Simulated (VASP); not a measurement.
# Zn8O7 (a cell with a defect) in VASP: notebook, part 3 of 3

VASP 6.6.1. The steps go on from the part before.

## Step 5: Single point, PBE, collinear spin

INCAR reads:

```
SYSTEM = Zn8O7
PREC = Accurate
ENCUT = 520
EDIFF = 1E-6
ISMEAR = 0
SIGMA = 0.01
LREAL = Auto
LASPH = .TRUE.
NELM = 150
ALGO = Normal
ISIF = 2
LWAVE = .FALSE.
LCHARG = .FALSE.
ISPIN = 2
MAGMOM = 0.75 0 0 0 0.75 0.75 0 0.75 0 0 0 0 0 0 0
LORBIT = 11
GGA = PE
NELECT = 137.0
NBANDS = 86
```

KPOINTS reads:

```
regular mesh
0
G
  3 3 3
  0 0 0
```

POSCAR reads:

```
Zn8O7
1.0
    0.0000000000      0.0000000000     -5.2932332175
   -6.5587815918      0.0000000000      0.0000000000
    3.2793907959      5.6800714763      0.0000000000
Zn O
8 7
Direct
    0.5432799291      0.3333333333      0.1666666667
    0.4969757584      0.8309960268      0.1619920535
    0.4969757584      0.3380079465      0.6690039732
    0.4969757584      0.8309960268      0.6690039732
    0.9928914930      0.6842607226      0.3421303613
    0.9928914930      0.1578696387      0.3421303613
    0.9921641693      0.6666666667      0.8333333333
    0.9928914930      0.1578696387      0.8157392774
    0.1190453183      0.8329924072      0.1659848143
    0.1190453183      0.3340151857      0.6670075928
    0.1190453183      0.8329924072      0.6670075928
    0.6190803726      0.6675279206      0.3337639603
    0.6190803726      0.1662360397      0.3337639603
    0.6178026639      0.6666666667      0.8333333333
    0.6190803726      0.1662360397      0.8324720794
```

Potentials or basis: VASP PAW PBE potentials, release 64 (Zn, O).

On the command line:

```sh
> cat potpaw_PBE.64/Zn/POTCAR potpaw_PBE.64/O/POTCAR > POTCAR
> mpirun -np 1 vasp_std > vasp.out
```

OUTCAR:

```text
SYSTEM = Zn8O7
   PREC = Accurate
   ENCUT = 520
   EDIFF = 1E-6
   ISMEAR = 0
   LREAL = Auto
   LASPH = .TRUE.
   NELM = 150
   ISIF = 2
   ISPIN = 2
   LORBIT = 11
   GGA = PE
   NELECT = 137.0

 ion  position               nearest neighbor table
   1  0.543  0.333  0.167-  13 1.94  15 1.94  12 1.94
   2  0.497  0.831  0.162-  14 1.97   9 2.00  13 2.01  12 2.01
   3  0.497  0.338  0.669-  14 1.97  10 2.00  13 2.01  15 2.01
   4  0.497  0.831  0.669-  14 1.97  11 2.00  12 2.01  15 2.01
   5  0.993  0.684  0.342-  11 1.96   9 1.96  12 1.98
   6  0.993  0.158  0.342-  10 1.96   9 1.96  13 1.98
   7  0.992  0.667  0.833-  14 1.98   9 2.01  11 2.01  10 2.01
   8  0.993  0.158  0.816-  11 1.96  10 1.96  15 1.98
   9  0.119  0.833  0.166-   6 1.96   5 1.96   2 2.00   7 2.01
  10  0.119  0.334  0.667-   6 1.96   8 1.96   3 2.00   7 2.01
  11  0.119  0.833  0.667-   5 1.96   8 1.96   4 2.00   7 2.01
  12  0.619  0.668  0.334-   1 1.94   5 1.98   4 2.01   2 2.01
  13  0.619  0.166  0.334-   1 1.94   6 1.98   3 2.01   2 2.01
  14  0.618  0.667  0.833-   2 1.97   4 1.97   3 1.97   7 1.98
  15  0.619  0.166  0.832-   1 1.94   8 1.98   4 2.01   3 2.01

  LATTYP: Found a hexagonal cell.
 ALAT       =     6.5587815918
 C/A-ratio  =     0.8070452024

  Lattice vectors:

 A1 = (  -6.5587815918,   0.0000000000,   0.0000000000)
 A2 = (   3.2793907959,   5.6800714763,   0.0000000000)
 A3 = (   0.0000000000,   0.0000000000,  -5.2932332175)

Analysis of symmetry for initial positions (statically):
=====================================================================
 Subroutine PRICEL returns:
 Original cell was already a primitive cell.

 Routine SETGRP: Setting up the symmetry group for a
 hexagonal supercell.

 Subroutine GETGRP returns: Found  6 space group operations
 (whereof  2 operations were pure point group operations)
 out of a pool of 24 trial point group operations.

[... 1369 lines left out ...]
  Total       -4.2228535     -4.2228535     -3.7336312      0.0000000     -0.0000000      0.0000000
  in kB      -34.3098328    -34.3098328    -30.3349997      0.0000000     -0.0000000      0.0000000
  external PRESSURE =     -32.9848885 kB  Pullay stress =       0.0000000 kB

 VOLUME and BASIS-vectors are now :
 -----------------------------------------------------------------------------
  energy-cutoff  :      520.00
  volume of cell :      197.20
      direct lattice vectors                 reciprocal lattice vectors
     0.000000000  0.000000000 -5.293233218     0.000000000  0.000000000 -0.188920450
    -6.558781592  0.000000000  0.000000000    -0.152467343  0.088027061  0.000000000
     3.279390796  5.680071476  0.000000000     0.000000000  0.176054123  0.000000000

 POSITION                                       TOTAL-FORCE (eV/Angst)
 -----------------------------------------------------------------------------------
     -1.63970      0.94668     -2.87571        -0.000000     -0.000000      0.043634
     -4.91909      0.92013     -2.63061         0.000000      0.006509     -0.000422
     -0.02299      3.79999     -2.63061         0.005637     -0.003255     -0.000422
     -3.25640      3.79999     -2.63061        -0.005637     -0.003255     -0.000422
     -3.36594      1.94332     -5.25561         0.042626     -0.024610     -0.015034
      0.08655      1.94332     -5.25561        -0.042626     -0.024610     -0.015034
     -1.63970      4.73339     -5.25176        -0.000000     -0.000000     -0.012277
      1.63970      4.63346     -5.25561        -0.000000      0.049221     -0.015034
     -4.91909      0.94281     -0.63013        -0.000000     -0.026412     -0.016638
     -0.00335      3.78865     -0.63013        -0.022874      0.013206     -0.016638
     -3.27604      3.78865     -0.63013         0.022874      0.013206     -0.016638
     -3.28363      1.89580     -3.27694        -0.023424      0.013524      0.021404
      0.00424      1.89580     -3.27694         0.023424      0.013524      0.021404
     -1.63970      4.73339     -3.27017        -0.000000     -0.000000      0.000714
      1.63970      4.72850     -3.27694        -0.000000     -0.027048      0.021404
 -----------------------------------------------------------------------------------
    total drift:                               -0.000018     -0.000019      0.019925

  FREE ENERGIE OF THE ION-ELECTRON SYSTEM (eV)
  ---------------------------------------------------
  free  energy   TOTEN  =       -64.1219144235 eV

  energy  without entropy=      -64.1209304753  energy(sigma->0) =      -64.12142245

 total charge

# of ion       s       p       d       tot
------------------------------------------
    1        0.476   0.433   9.861  10.770
    2        0.438   0.445   9.887  10.770
    3        0.438   0.445   9.887  10.770
    4        0.438   0.445   9.887  10.770
    5        0.478   0.404   9.846  10.729
    6        0.478   0.404   9.846  10.729
    7        0.435   0.444   9.888  10.767
    8        0.478   0.404   9.846  10.729
    9        1.555   3.420   0.000   4.976
   10        1.555   3.420   0.000   4.976
   11        1.555   3.420   0.000   4.976
   12        1.555   3.420   0.000   4.975
   13        1.555   3.420   0.000   4.975
   14        1.548   3.441   0.000   4.989
   15        1.555   3.420   0.000   4.975
--------------------------------------------------
tot         14.540  27.388  78.947 120.875

 magnetization (x)

# of ion       s       p       d       tot
------------------------------------------
    1        0.002   0.005   0.002   0.009
    2       -0.001   0.000   0.001   0.001
    3       -0.001   0.000   0.001   0.001
    4       -0.001   0.000   0.001   0.001
    5        0.007   0.011   0.003   0.021
    6        0.007   0.011   0.003   0.021
    7       -0.001  -0.000   0.000  -0.001
    8        0.007   0.011   0.003   0.021
    9        0.001   0.010   0.000   0.011
   10        0.001   0.010   0.000   0.011
   11        0.001   0.010   0.000   0.011
   12        0.001   0.018   0.000   0.019
   13        0.001   0.018   0.000   0.019
   14       -0.000   0.002   0.000   0.002
   15        0.001   0.018   0.000   0.019
--------------------------------------------------
tot          0.024   0.126   0.014   0.163
```

It took 20 min on 1 thread of AMD EPYC 7R13, shared host; peak memory 0.42 GiB.

What came out:

```
Free energy                                           : -64.1219 eV
Largest force                                         : 0.051 eV/Å
Net moment                                            : 0.33 μB per cell
Site moments                                          : Zn +0.01, +0.00, +0.02, -0.00; O +0.01, +0.02, +0.00 μB
Valence electrons inside the program's atomic spheres : Zn 10.77, 10.73; O 4.98, 4.97, 4.99
```

Forces on the atoms (eV/Å):
```
Zn   0.000  0.000  0.044
Zn   0.000  0.007  0.000
Zn   0.006 -0.003  0.000
Zn  -0.006 -0.003  0.000
Zn   0.043 -0.025 -0.015
Zn  -0.043 -0.025 -0.015
Zn   0.000  0.000 -0.012
Zn   0.000  0.049 -0.015
O    0.000 -0.026 -0.017
O   -0.023  0.013 -0.017
O    0.023  0.013 -0.017
O   -0.023  0.014  0.021
O    0.023  0.014  0.021
O    0.000  0.000  0.001
O    0.000 -0.027  0.021
```

Levels at points of the mesh, in eV from the Fermi level:
Spin up:
| k point | band 65 | band 66 | band 67 | band 68 | band 69 | band 70 | band 71 | band 72 | band 73 | band 74 |
| --- | --- | --- | --- | --- | --- | --- | --- | --- | --- | --- |
| (0.00, 0.00, 0.00) | -1.95 | -1.76 | -1.41 | -1.22 | -1.22 | 1.95 | 3.49 | 3.49 | 3.80 | 4.13 |
Spin down:
| k point | band 65 | band 66 | band 67 | band 68 | band 69 | band 70 | band 71 | band 72 |
| --- | --- | --- | --- | --- | --- | --- | --- | --- |
| (0.00, 0.00, 0.00) | -1.94 | -1.61 | -1.38 | -1.21 | -1.21 | 2.09 | 3.58 | 3.58 |

Caveat: the k points lie up to 0.40 Å⁻¹ apart; the cell carries a net charge on a neutralising background, which shifts energy and pressure; the cell is charged against a uniform background, so pressure and absolute levels hang on convention.

## Step 6: Single point, PBE

INCAR reads:

```
SYSTEM = Zn8O7
PREC = Accurate ; ENCUT = 520
EDIFF = 1E-7 ; ISMEAR = 0
SIGMA = 0.01 ; LREAL = Auto
LASPH = .True. ; NELM = 60
ALGO = Normal ; ISIF = 2
LWAVE = .False. ; LCHARG = .True.
GGA = PE ; LELF = .True.
LVHAR = .True. ; NBANDS = 82
```

KPOINTS reads:

```
Automatic mesh
0
Gamma
  1 1 1
  0 0 0
```

POSCAR reads:

```
Zn8O7
1.0
    0.0000000000      0.0000000000      5.2932331742
    6.5587815588      0.0000000000      0.0000000000
   -3.2793907793      5.6800714478      0.0000000000
Zn O
8 7
Direct
    0.5416391412      0.3333333333      0.1666666667
    0.4960862778      0.3316739868      0.6658369934
    0.4960862778      0.8341630066      0.1683260132
    0.4960862778      0.8341630066      0.6658369934
   -0.0035332304      0.1737552014      0.3262447986
   -0.0035332304      0.1737552014      0.8475104027
   -0.0035332304      0.6524895973      0.3262447986
    0.0003600042      0.6666666667      0.8333333333
    0.8796171666      0.3287029162      0.6643514581
    0.8796171666      0.8356485419      0.1712970838
    0.8796171666      0.8356485419      0.6643514581
    0.3752786612      0.1738900394      0.3261099606
    0.3752786612      0.1738900394      0.8477800789
    0.3752786612      0.6522199211      0.3261099606
    0.3784286408      0.6666666667      0.8333333333
```

Potentials or basis: VASP PAW PBE potentials, release 64 (Zn, O).

On the command line:

```sh
> cat potpaw_PBE.64/Zn/POTCAR potpaw_PBE.64/O/POTCAR > POTCAR
> mpirun -np 1 vasp_gam > vasp.out
```

Run time: 42 s. Hardware: 1 thread of Intel Xeon 6975P-C (Granite Rapids), shared host; peak memory 0.28 GiB.

Results (log left out):

```
Free energy            : -63.5975 eV
Pressure               : -4.1 GPa
Largest force          : 0.073 eV/Å
Band gap on the k mesh : 2.78 eV
```

Forces on the atoms (eV/Å):
```
Zn   0.000  0.000  0.073
Zn  -0.009 -0.005  0.000
Zn   0.000  0.010  0.000
Zn   0.009 -0.005  0.000
Zn   0.044 -0.026 -0.022
Zn   0.000  0.051 -0.022
Zn  -0.044 -0.026 -0.022
Zn   0.000  0.000 -0.004
O    0.002  0.001 -0.007
O    0.000 -0.002 -0.007
O   -0.002  0.001 -0.007
O   -0.002  0.001  0.006
O    0.000 -0.003  0.006
O    0.002  0.001  0.006
O    0.000  0.000 -0.001
```

Stress tensor (GPa, compression positive):
```
-1.31  0.00  0.00
 0.00 -1.31  0.00
 0.00  0.00 -9.75
```

Levels at points of the mesh, in eV from the valence-band top:
```tsv
k point	band 65	band 66	band 67	band 68	band 69	band 70	band 71	band 72	band 73	band 74
(0.00, 0.00, 0.00)	-0.61	-0.61	-0.28	0.00	0.00	2.78	4.47	4.47	4.93	5.61
```

Caveat: the k points lie up to 1.19 Å⁻¹ apart.
